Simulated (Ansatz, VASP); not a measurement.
# One calculation of CdTe, two programs

```
Cd Te
1.0
     2.99500   -2.99502    0.00000
     2.99500    2.99502    0.00000
     0.00000    0.00000    6.01529
Cd Te
2 2
Direct
  0.25001 0.74999 0.75000
  0.74999 0.25001 0.25000
  0.74998 0.25002 0.75000
  0.25002 0.74998 0.25000
```

Alike in both runs: functional PBEsol; k mesh 8 × 8 × 6; occupations fermi-dirac, width 0.05 eV; no spin polarisation.

Ansatz relaxed the structure, and its values are those at the end. VASP's run is a single point on that final structure, the one shown.

|  | VASP | Ansatz |
| --- | --- | --- |
| version | VASP 6.6.1 | Ansatz 0.2.0 |
| potentials or method | VASP PAW PBE potentials, release 64 (Cd, Te) | PAW with Ansatz's default frozen-core files, scalar-relativistic |
| plane-wave cutoff (eV) | 520 | 420 |
| valence electrons in the cell | 36 | 72 |

|  | VASP | Ansatz | Ansatz less VASP |
| --- | --- | --- | --- |
| pressure (GPa) | 0.3 | 0.0 | -0.27 |

VASP's potentials were made for PBE, not for PBEsol. VASP's potentials hold 36 valence electrons a cell and Ansatz's 72, so a difference there can come from the potentials and not from the codes.

Neither program's run includes spin-orbit coupling.
